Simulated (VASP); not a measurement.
# HfN (P6/mmm) in VASP: a series of runs, part 2 of 2

VASP 6.6.1. The steps go on from the part before.

## 3. Relaxation of cell and atoms, PBE, target pressure 30 GPa, at which the enthalpy is minimised

The input, INCAR:

```
ALGO = Normal
EDIFF = 1E-7
EDIFFG = -0.01
ENCUT = 600
GGA = PE
IBRION = 2
ISIF = 3
ISMEAR = -1
LASPH = True
LCHARG = False
LREAL = False
LWAVE = False
NELM = 100
NSW = 60
PREC = Accurate
PSTRESS = 300.0
SIGMA = 0.05
```

The input, KPOINTS:

```
k-points
0
Gamma
  9 9 7
```

The input, POSCAR:

```
HfN
1.0
    3.4332100000      0.0000000000      0.0000000000
   -1.7166000000      2.9732400000      0.0000000000
    0.0000000000      0.0000000000      3.9698200000
Hf N
1 1
Direct
    0.0000000000      0.0000000000      0.5000000000
    0.0000000000      0.0000000000      0.0000000000
```

Potentials or basis: VASP PAW PBE potentials, release 64 (Hf_pv, N).

Started as:

```console
$ cat potpaw_PBE.64/Hf_pv/POTCAR potpaw_PBE.64/N/POTCAR > POTCAR
$ mpirun -np 1 vasp_std > vasp.out
```

OUTCAR:

```text
EDIFF = 1E-7
   EDIFFG = -0.01
   ENCUT = 600
   GGA = PE
   IBRION = 2
   ISIF = 3
   ISMEAR = -1
   LASPH = True
   LREAL = False
   NELM = 100
   NSW = 60
   PREC = Accurate
   PSTRESS = 300.0

 ion  position               nearest neighbor table
   1  0.000  0.000  0.500-   2 1.98   2 1.98
   2  0.000  0.000  0.000-   1 1.98   1 1.98

  LATTYP: Found a hexagonal cell.
 ALAT       =     3.4332100000
 C/A-ratio  =     1.1562997894

  Lattice vectors:

 A1 = (   3.4332100000,   0.0000000000,   0.0000000000)
 A2 = (  -1.7166000000,   2.9732400000,   0.0000000000)
 A3 = (   0.0000000000,   0.0000000000,   3.9698200000)

Analysis of symmetry for initial positions (statically):
=====================================================================
 Subroutine PRICEL returns:
 Original cell was already a primitive cell.

 Routine SETGRP: Setting up the symmetry group for a
 hexagonal supercell.

 Subroutine GETGRP returns: Found 24 space group operations
 (whereof 24 operations were pure point group operations)
 out of a pool of 24 trial point group operations.

The static configuration has the point symmetry D_6h.

Analysis of symmetry for dynamics (positions and initial velocities):
=====================================================================
 Subroutine PRICEL returns:
 Original cell was already a primitive cell.

 Routine SETGRP: Setting up the symmetry group for a
 hexagonal supercell.

 Subroutine GETGRP returns: Found 24 space group operations
 (whereof 24 operations were pure point group operations)
 out of a pool of 24 trial point group operations.

The dynamic configuration has the point symmetry D_6h.

 Subroutine INISYM returns: Found 24 space group operations
 (whereof 24 operations are pure point group operations),
 and found     1 'primitive' translations

----------------------------------------------------------------------------------------

                                     Primitive cell

  volume of cell :      40.5230

  direct lattice vectors                    reciprocal lattice vectors
     3.433210000  0.000000000  0.000000000     0.291272599  0.168166224  0.000000000
    -1.716600000  2.973240000  0.000000000     0.000000000  0.336333428  0.000000000
     0.000000000  0.000000000  3.969820000     0.000000000  0.000000000  0.251900590

  length of vectors
     3.433210000  3.433201372  3.969820000     0.336332582  0.336333428  0.251900590

  position of ions in fractional coordinates (direct lattice)
     0.000000000  0.000000000  0.500000000
     0.000000000  0.000000000  0.000000000

  ion indices of the primitive-cell ions
   primitive index   ion index
                 1           1
                 2           2

----------------------------------------------------------------------------------------

 KPOINTS: k-points

Automatic generation of k-mesh.
 Grid dimensions read from file:
 generate k-points for:    9    9    7

 Generating k-lattice:

  Cartesian coordinates                     Fractional coordinates (reciprocal lattice)
     0.032363622  0.018685136  0.000000000     0.111111111 -0.000000000  0.000000000
     0.000000000  0.037370381  0.000000000     0.000000000  0.111111111  0.000000000
     0.000000000  0.000000000  0.035985799     0.000000000  0.000000000  0.142857143

  Length of vectors
     0.037370287  0.037370381  0.035985799

  Shift w.r.t. Gamma in fractional coordinates (k-lattice)
     0.000000000  0.000000000  0.000000000

 Subroutine IBZKPT returns following result:
 ===========================================

 Found     48 irreducible k-points:

 Following reciprocal coordinates:
            Coordinates               Weight
  0.000000  0.000000  0.000000      1.000000
  0.111111 -0.000000  0.000000      6.000000
  0.222222  0.000000  0.000000      6.000000
  0.333333  0.000000  0.000000      6.000000
  0.444444  0.000000  0.000000      6.000000
  0.111111  0.111111  0.000000      6.000000
[... 16 lines left out ...]
  0.333333  0.222222  0.142857     24.000000
  0.333333  0.333333  0.142857      4.000000
 [... further k-points ...]
   k-points           NKPTS =     48   k-points in BZ     NKDIM =     48   number of bands    NBANDS=     11
   number of dos      NEDOS =    301   number of ions     NIONS =      2
   total plane-waves  NPLWV =  25088
   dimension x,y,z NGX =    28 NGY =   28 NGZ =   32
   dimension x,y,z NGXF=    56 NGYF=   56 NGZF=   64
   ions per type =               1   1
   NGX,Y,Z   is equivalent  to a cutoff of  13.56, 13.56, 13.40 a.u.
   NGXF,Y,Z  is equivalent  to a cutoff of  27.12, 27.12, 26.80 a.u.
 SYSTEM =  unknown system
   PREC   = accura    normal or accurate (medium, high low for compatibility)
   ISTART =      0    job   : 0-new  1-cont  2-samecut
   ICHARG =      2    charge: 1-file 2-atom 10-const
   ISPIN  =      1    spin polarized calculation?
   LNONCOLLINEAR =      F non collinear calculations
   LSORBIT =      F    spin-orbit coupling
   LASPH  =      T    aspherical Exc in radial PAW
   ENCUT  =  600.0 eV  44.10 Ry    6.64 a.u.   6.86  6.86  7.93*2*pi/ulx,y,z
   NELM   =    100;   NELMIN=  2; NELMDL= -5     # of ELM steps
   EDIFF  = 0.1E-06   stopping-criterion for ELM
   LREAL  =      F    real-space projection
   EDIFFG = -.1E-01   stopping-criterion for IOM
   NSW    =     60    number of steps for IOM
   IBRION =      2    ionic relax: 0-MD 1-quasi-New 2-CG
   NFREE  =      1    steps in history (QN), initial steepest desc. (CG)
   ISIF   =      3    stress and relaxation
   ISYM   =      2    0-nonsym 1-usesym 2-fastsym
   POTIM  = 0.5000    time-step for ionic-motion
   TEBEG  =    0.0;   TEEND  =   0.0 temperature during run
   PSTRESS=  300.0 pullay stress
   NELECT =      15.0000    total number of electrons
   NUPDOWN=      -1.0000    fix difference up-down
   EMIN   =  10.00;   EMAX   =-10.00  energy-range for DOS
   EFERMI =   0.00;   METHOD = LEGACY
   ISMEAR =    -1;   SIGMA  =   0.05  broadening in eV -4-tet -1-fermi 0-gaus
   EFERMI_NEDOS =   21; number of points for ismear=-14 and -15
   IALGO  =     38    algorithm
   IMIX   =      4    mixing-type and parameters
     AMIX     =   0.40;   BMIX     =  1.00
     AMIX_MAG =   1.60;   BMIX_MAG =  1.00
  volume/ion in A,a.u.               =      20.26       136.73
  Fermi-wavevector in a.u.,A,eV,Ry     =   1.175452  2.221282 18.798996  1.381687
  Thomas-Fermi vector in A             =   2.311832
   LORBIT       =      0    0 simple, 1 ext, 2 COOP (PROOUT), +10 PAW based schemes
   GGA     = PE    functional components
   LHFCALC =     F    Hartree Fock is set to
   AEXX    =    0.0000 exact exchange contribution
   IVDW    =     0    specifies the selected vdW correction
   LEPSILON=     F    determine dielectric tensor
   LRPA    =     F    only Hartree local field effects (RPA)
 conjugate gradient relaxation of ions
 non-spin polarized calculation
  energy-cutoff  :      600.00
  volume of cell :       40.52
 maximum number of plane-waves:      1364
 NGX is ok and might be reduce to    28
   NGX = 13   NGY = 13   NGZ = 15

--------------------------------------- Ionic step        1  -------------------------------------------

 number of electron      15.0000002 magnetization

 Free energy of the ion-electron system (eV)
  ---------------------------------------------------
  ext. energy  EPLUGINS =         0.00000000
  ---------------------------------------------------
  free energy    TOTEN  =       -17.10974476 eV

  energy without entropy =      -17.09902289  energy(sigma->0) =      -17.10438382

 E-fermi :   1.7094     XC(G=0):  -9.7251

 val. band max:        1.6804495071   @ k =   0.2222   0.2222   0.2857
 cond. band min:       1.7164106063   @ k =   0.1111  -0.0000   0.1429
 fundamental gap:      0.0359610992
 Fermi energy:         1.7093578626

 k-point     1 :       0.0000    0.0000    0.0000
  band No.  band energies     occupation
      1     -28.5706      2.00000
      2     -28.5705      2.00000
      3     -28.3631      2.00000
      4     -11.5629      2.00000
      5      -1.6959      2.00000
      6       1.7654      0.49143
      7       2.1625      0.00023
      8       2.1625      0.00023
      9       3.6004      0.00000
     10       3.6005      0.00000
     11       6.0232      0.00000
[... 431 lines left out ...]
  energy  without entropy=      -16.4930305489  energy(sigma->0) =      -16.50587218

  enthalpy is  TOTEN    =       -10.2562950843 eV   P V=        6.2624187218

[... ionic steps 4 to 8 ...]

--------------------------------------- Ionic step        9  -------------------------------------------

 number of electron      15.0000002 magnetization

------------------------ aborting loop because EDIFF is reached ----------------------------------------
[... 71 lines left out ...]
--------------------------------------- Ionic step       11  -------------------------------------------

 number of electron      15.0000003 magnetization

 Free energy of the ion-electron system (eV)
  ---------------------------------------------------
  ext. energy  EPLUGINS =         0.00000000
  ---------------------------------------------------
  free energy    TOTEN  =       -16.29438007 eV

  energy without entropy =      -16.27686705  energy(sigma->0) =      -16.28562356

 E-fermi :   4.0334     XC(G=0): -11.3664

 val. band max:        3.9781810356   @ k =   0.2222   0.0000   0.2857
 cond. band min:       4.0374465874   @ k =   0.2222   0.1111   0.1429
 fundamental gap:      0.0592655519
 Fermi energy:         4.0334304654

 k-point     1 :       0.0000    0.0000    0.0000
  band No.  band energies     occupation
      1     -25.6731      2.00000
      2     -25.1693      2.00000
      3     -25.1693      2.00000
      4     -10.2507      2.00000
      5      -0.4954      2.00000
      6       3.4371      1.99999
      7       5.1485      0.00000
      8       5.1485      0.00000
      9       6.1583      0.00000
     10       6.1584      0.00000
     11      10.1515      0.00000
[... 355 lines left out ...]
  energy  without entropy=      -16.2768670463  energy(sigma->0) =      -16.28562356

  enthalpy is  TOTEN    =       -10.8355089785 eV   P V=        5.4588710941

 reached required accuracy - stopping structural energy minimisation
```

CONTCAR:

```text
HfN
   1.00000000000000
     2.9134969996176427    0.0000011008037045   -0.0000000000000000
    -1.4567433033778998    2.5231531613357365    0.0000000000000000
    -0.0000000000000000   -0.0000000000000000    3.9658280732950675
  Hf              N
     1     1
Direct
     0.0000000000000000    1.0000000000000000    0.5000000000000000
     0.0000000000000000    0.0000000000000000    0.0000000000000000

  0.00000000E+00  0.00000000E+00  0.00000000E+00
  0.00000000E+00  0.00000000E+00  0.00000000E+00
```

Run time: 3.3 min. Hardware: 1 thread of Intel Xeon 6975P-C, shared host; peak memory 0.2 GiB.

Results:

* Free energy: -16.2944 eV
* Relaxed volume: 14.58 Å³/atom
* Relaxed cell: a = 2.913 Å, b = 2.913 Å, c = 3.966 Å, α = 90.00°, β = 90.00°, γ = 120.00°
* Space group after relaxing (to 0.05 Å): P6/mmm (No. 191)
* Energy change on relaxing (the enthalpy is what falls): +407.7 meV/atom
* Ionic steps: 11
* Pressure after relaxing: 30.0 GPa

The path:
| step | energy change (eV) | largest force (eV/Å) | pressure (GPa) | volume (Å³) |
| --- | --- | --- | --- | --- |
| 1 | 0.0000 | 0.0000 | 0.41 | 40.52 |
| 2 | 5.9210 | 0.0000 | 168.64 | 22.30 |
| 3 | 0.5910 | 0.0000 | 28.34 | 33.45 |
| 4 | 1.5391 | 0.0000 | 43.38 | 26.24 |
| 5 | 0.9144 | 0.0000 | 35.54 | 28.70 |
| 6 | 0.9322 | 0.0000 | 35.78 | 28.60 |
| 7 | 0.5837 | 0.0000 | 18.01 | 30.77 |
| 8 | 0.7968 | 0.0000 | 29.78 | 29.25 |
| 9 | 0.7993 | 0.0000 | 29.90 | 29.24 |
| 10 | 0.8102 | 0.0000 | 29.96 | 29.18 |
| 11 | 0.8154 | 0.0000 | 29.99 | 29.15 |

Final structure:
```yaml
crystal:
  lattice:
    - [2.91350, 0.00000, 0.00000]
    - [-1.45674, 2.52315, 0.00000]
    - [0.00000, 0.00000, 3.96583]
  atoms:
    - { symbol: Hf, position: [0.00000, 0.00000, 0.50000] }
    - { symbol: N, position: [0.00000, 0.00000, 0.00000] }
```

Caveat: the cell is relaxed towards a set pressure, so the enthalpy falls and the energy may rise; the volume moved by over 15 % at a fixed basis, so the end points are rough; spin-orbit coupling is left out, which moves the levels of the heavy elements.
